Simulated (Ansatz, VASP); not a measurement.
Si in VASP and in Ansatz

```
CELL_PARAMETERS angstrom
4.09727 0.00000 0.00000
0.00000 4.09727 0.00000
0.00000 0.00000 11.01138
ATOMIC_POSITIONS crystal
Si 0.50000 0.50000 0.00000
Si 0.50000 0.50000 0.50000
Si 0.15518 0.74686 0.64542
Si 0.84482 0.25314 0.64542
Si 0.74686 0.84482 0.35458
Si 0.25314 0.15518 0.35458
Si 0.15518 0.25314 0.14542
Si 0.84482 0.74686 0.14542
Si 0.74686 0.15518 0.85458
Si 0.25314 0.84482 0.85458
```

Alike in both runs: functional PBE; k mesh 4 × 4 × 2; occupations gaussian, width 0.1 eV; no spin polarisation.

Ansatz relaxed the structure, and its values are those at the end. VASP's run is a single point on that final structure, the one shown.

```csv
,VASP,Ansatz
version,VASP 6.6.1,Ansatz 0.2.0
potentials or method,"VASP PAW PBE potentials, release 64 (Si), cutoff 520 eV","scalar-relativistic, plane waves, PAW"
valence electrons in the cell,40,40
```

```tsv
	VASP	Ansatz	Ansatz less VASP
gap on the k mesh at the Fermi level (eV)	none	none	-
pressure (GPa)	0.1	0.2	+0.08
```

A gap of «none» marks a metal or a gap that the smearing closes. With one functional, cell and mesh, what is left measures potentials, basis and numerics.

The k mesh is coarse, so the values compare programs but aren't converged.
